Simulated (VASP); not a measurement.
Wanted: the native input for a VASP 6.6.1 run.

```yaml
Task: single point
Functional: PBE
Dispersion: D3(BJ)
Potentials_or_basis: VASP PAW PBE potentials, release 64 (W_sv, C)
Cutoff: 520 eV
k_mesh: 3 × 3 × 3
Occupations: fermi-dirac, width 0.36 eV
Spin: no spin polarisation
Dipole_correction: no
Further_INCAR_settings: LREAL = Auto; ALGO = Normal; EDIFF = 1e-06; NBANDS = 86
```

The structure of WC lies in POSCAR:

```
WC
1.0
   -2.9383650000     -5.0893970000      0.0000000000
    4.4075470000     -2.5446980000      0.0000000000
    0.0000000000      0.0000000000      5.7713130000
W C
8 8
Direct
    0.7581048343      0.5181768252      0.0010396248
    0.7747118681      0.5043363663      0.4959356736
    0.5182104527      0.0261804257      0.0108120977
    0.5335411030      0.0154821952      0.4925568930
    0.2725807354      0.5294649592     -0.0175869858
    0.2661496477      0.4812982844      0.4919850994
    0.0218705012      0.0152836749      0.0038119575
    0.0528041383     -0.0028456119      0.5350255652
    0.4991455928      0.6664641216      0.2548293603
    0.5632842951      0.7143962067      0.7374058555
    0.2530737086      0.1481147967      0.2585373554
    0.2737091452      0.1667724411      0.7503838381
    0.0441860299      0.6863760463      0.2815130630
    0.0427499241      0.6460997196      0.7473689263
    0.7650560570      0.1484757714      0.2508961132
    0.7799057675      0.1732818301      0.7606761234
```

One way to write it, as run:

INCAR

```
PREC     = Accurate       # precision mode
ENCUT    = 520            # plane-wave cutoff, eV
EDIFF    = 1E-6           # SCF threshold, eV
ISMEAR   = -1             # smearing method
SIGMA    = 0.36           # smearing width, eV
LREAL    = Auto         
LASPH    = T              # aspherical terms in the spheres
NELM     = 80             # most SCF steps
ALGO     = Normal         # electronic algorithm
ISIF     = 2              # what is computed and relaxed
LWAVE    = F              # write WAVECAR
LCHARG   = F              # write CHGCAR
GGA      = PE             # functional
IVDW     = 12             # dispersion correction
NBANDS   = 86             # bands
```

KPOINTS

```
regular mesh
0
Gamma
  3 3 3
```

Potentials or basis: VASP PAW PBE potentials, release 64 (W_sv, C).

Command:

```bash
$ cat potpaw_PBE.64/W_sv/POTCAR potpaw_PBE.64/C/POTCAR > POTCAR
$ mpirun -np 1 vasp_std > vasp.out
```

It gave:

```
Pressure                   : -5.8 GPa
Largest force              : 6.561 eV/Å
Band gap on the k mesh     : zero (bands 72 and 73 overlap by 0.02 eV)
Dispersion energy per atom : -0.444 eV
```

Caveat: the k points lie up to 0.41 Å⁻¹ apart; the atoms stand as in a frame of molecular dynamics; so wide a smearing shifts energies and pressures; spin-orbit coupling is left out, which moves the levels of the heavy elements; forces of over 1 eV/Å act on the atoms, so gaps and moduli don't describe the material at rest.

It took 13 min on 1 thread of Intel Xeon 8259CL, on a shared host, peak memory 0.37 GiB.
